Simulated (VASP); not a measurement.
Input of a VASP 6.6.1 run:

Contents of INCAR:

```
PREC = Accurate
ENCUT = 520
EDIFF = 1E-6
ISMEAR = -1
SIGMA = 0.02
LREAL = Auto
LASPH = True
NELM = 150
ALGO = Normal
ISIF = 2
LWAVE = False
LCHARG = False
ISPIN = 2
MAGMOM = 0 0 0 0 0 0 0 0 0 0 0 0 0 0 0 0 0 0 0 0 0 0 0 0 0 0 0 0 0 0 0 0 0 0 0 0 0 0 0 0 0 0 0 0 0 0 0 0 0 0 0 0 0 1 0 0 0
LORBIT = 11
GGA = PE
IVDW = 12
NBANDS = 130
```

KPOINTS

```
Automatic mesh
0
Gamma
  1 1 1
```

POSCAR

```
AlSi36H17Cl3
1.0
   11.5187690000      0.0000000000      0.0000000000
    5.7593850000      9.9755470000      0.0000000000
    0.0000000000      0.0000000000     20.8687650000
H Si Al Cl
17 36 1 3
Direct
    0.1111112597      0.1111117014      0.0479185040
    0.4444454901      0.1111117014      0.0479185040
    0.7777797205      0.1111117014      0.0479185040
    0.1111108082      0.4444468058      0.0479185040
    0.4444450387      0.4444468058      0.0479185040
    0.7777792691      0.4444468058      0.0479185040
    0.1111103568      0.7777819101      0.0479185040
    0.4444445872      0.7777819101      0.0479185040
    0.7777788177      0.7777819101      0.0479185040
    0.3518185806     -0.0048819378      0.3629395415
    0.6508745166     -0.0000300735      0.3510126258
    0.0365371403      0.3029207321      0.3658625702
    0.3579276302      0.2957632298      0.3505094815
    0.7948522185      0.2843152360      0.2616925343
    0.0093153258      0.6594625839      0.3693031188
    0.3005731410      0.7215644415      0.3569545203
    0.6283669059      0.7342254014      0.3529916600
    0.1111112597      0.1111117014      0.1197962601
    0.4444454901      0.1111117014      0.1197962601
    0.7777797205      0.1111117014      0.1197962601
    0.1111108082      0.4444468058      0.1197962601
    0.4444450387      0.4444468058      0.1197962601
    0.7777792691      0.4444468058      0.1197962601
    0.1111103568      0.7777819101      0.1197962601
    0.4444445872      0.7777819101      0.1197962601
    0.7777788177      0.7777819101      0.1197962601
   -0.1050800207      0.2211507800      0.1411631211
    0.2234556757      0.2211808535      0.1413787543
    0.5530412599      0.2191458774      0.1356477012
   -0.1088668713      0.5552176738      0.1537944387
    0.2186951042      0.5572125519      0.1506941115
    0.5525407379      0.5638989020      0.1427971420
   -0.1103088276      0.8859664538      0.1491080090
    0.2223730568      0.8920112351      0.1489738372
    0.5550858449      0.8903371414      0.1375404822
   -0.0458752621      0.1876288087      0.2506856539
    0.2082055247      0.2079785700      0.2496122794
    0.5482414201      0.1875085146      0.2434499598
   -0.1122678675      0.5620543916      0.2635326048
    0.2203576963      0.5488521081      0.2603172732
    0.5469285320      0.5818427802      0.2516488158
   -0.1053058238      0.8738768912      0.2593397357
    0.2194685115      0.8990183696      0.2569533942
    0.5293036837      0.8916704016      0.2418830247
    0.0129266860     -0.0152272352      0.2931654077
    0.3333041122     -0.0016239711      0.2943921214
    0.6664557087     -0.0332412849      0.2833085714
    0.0033448363      0.3380867235      0.2993325192
    0.3243171399      0.3123537987      0.2828341783
    0.6554894908      0.3363324337      0.1623862265
    0.0074044681      0.6574677058      0.2999410842
    0.3193745660      0.6872605582      0.2891642126
    0.6604426549      0.6872806073      0.2877602005
    0.6916432069      0.3534442773      0.3087532971
    0.7792918210      0.1548286024      0.3526610223
    0.7673709378      0.4694479411      0.3631120481
    0.4681641330      0.4635435029      0.3492588086
```

Potentials or basis: VASP PAW PBE potentials, release 64 (H, Si, Al, Cl).

The run is started by

```console
$ cat potpaw_PBE.64/H/POTCAR potpaw_PBE.64/Si/POTCAR potpaw_PBE.64/Al/POTCAR potpaw_PBE.64/Cl/POTCAR > POTCAR
$ mpirun -np 1 vasp_gam > vasp.out
```

Task: Estimate the largest force.

Result: 4.087 eV/Å.

Task: Estimate the site moments.

Result: H +0.00, -0.00 (each value once); Si -0.00, +0.00, +0.01, -0.01, +0.02, +0.03, +0.14 (each value once); Al +0.01; Cl +0.03, +0.00, +0.02 μB.

Task: Estimate the net moment.

Result: 0.98 μB per cell.

Task: What does it give for the dispersion energy per atom?

Result: -0.182 eV.

Forces in eV/Å, atoms in the order of the input:
```
H   -0.019 -0.140 -0.340
H   -0.165  0.140 -0.391
H    0.098 -0.094 -0.173
H   -0.084  0.108 -0.134
H    0.046  0.051 -0.135
H    0.027  0.036 -0.130
H    0.050 -0.032 -0.110
H   -0.199  0.039 -0.343
H    0.057 -0.159 -0.165
H    0.112  0.017  0.939
H   -0.295 -0.010  0.895
H    0.247 -0.161  0.845
H   -0.148 -0.128  0.927
H    1.933 -1.449 -2.269
H   -0.012  0.046  0.916
H    0.004  0.032  0.838
H   -0.069  0.194  0.952
Si   1.023 -0.565 -2.099
Si  -1.173 -0.752 -1.773
Si   0.524 -0.531 -1.409
Si  -0.036  0.237 -1.013
Si  -1.089  1.008 -1.565
Si   0.360  0.508 -1.293
Si   0.330  0.244 -0.864
Si  -0.289  1.180 -1.883
Si   0.170 -0.542 -1.012
Si  -0.331 -0.151  1.296
Si  -0.417  0.001  0.931
Si  -0.243 -0.536  0.587
Si   0.098  0.263  0.179
Si  -0.123  0.053  0.541
Si   0.071  0.300  0.493
Si   0.208 -0.173  0.744
Si  -0.336 -0.118  0.263
Si  -0.042 -0.192  0.107
Si  -0.872  0.936 -0.279
Si   0.851  0.682  0.419
Si  -0.554  0.298  0.197
Si  -0.056 -0.423 -0.053
Si   0.963 -0.171  0.144
Si  -0.445 -0.247  0.387
Si   0.315  0.296  0.125
Si   0.120 -0.505 -0.400
Si   1.013 -0.022  0.699
Si  -1.151  0.262  0.276
Si  -0.478  0.456 -0.660
Si   0.824  0.767 -0.440
Si   0.084 -0.026 -1.043
Si   1.023  0.549 -0.490
Si   1.203 -0.514  2.094
Si  -0.011  0.343 -0.812
Si  -0.044 -1.505 -0.616
Si  -0.150 -0.319 -0.410
Al  -2.350  2.381  2.349
Cl  -0.886  0.452  1.428
Cl  -0.486 -0.785  1.606
Cl   0.802 -1.627  1.128
```

Caveat: the k points lie up to 0.63 Å⁻¹ apart; there is no dipole correction, which matters where the two faces differ.
